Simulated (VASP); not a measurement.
A run of VASP 6.6.1:

Contents of INCAR:

```
SYSTEM = SiN
ALGO = Normal
EDIFF = 1E-6
ENCUT = 520
GGA = PE
ISIF = 2
ISMEAR = 0
LASPH = .TRUE.
LCHARG = .FALSE.
LREAL = .FALSE.
LWAVE = .FALSE.
NBANDS = 17
NELM = 80
PREC = Accurate
SIGMA = 0.1
```

File KPOINTS:

```
k-points
0
G
  6 6 4
  0 0 0
```

File POSCAR:

```
SiN
1.0
    2.8336637505      0.0000000000      0.0000000000
   -1.4168318752      2.4540247937      0.0000000000
    0.0000000000      0.0000000000      5.7093892400
Si N
2 2
Direct
    0.3333333333      0.6666666667      0.5153022762
    0.6666666667      0.3333333333      1.0153022762
    0.3333333333      0.6666666667      0.8596977238
    0.6666666667      0.3333333333      0.3596977238
```

Potentials or basis: VASP PAW PBE potentials, release 64 (Si, N).

The run is started by

```console
$ cat potpaw_PBE.64/Si/POTCAR potpaw_PBE.64/N/POTCAR > POTCAR
$ mpirun -np 1 vasp_std > vasp.out
```

Hardware: 1 thread of Intel Xeon 8259CL, on a shared host.

How long does it take, and how much memory?

Wall time 21 s on 1 thread of Intel Xeon 8259CL, on a shared host, peak memory 0.16 GiB. Counts: scf iterations 13, k points 21.
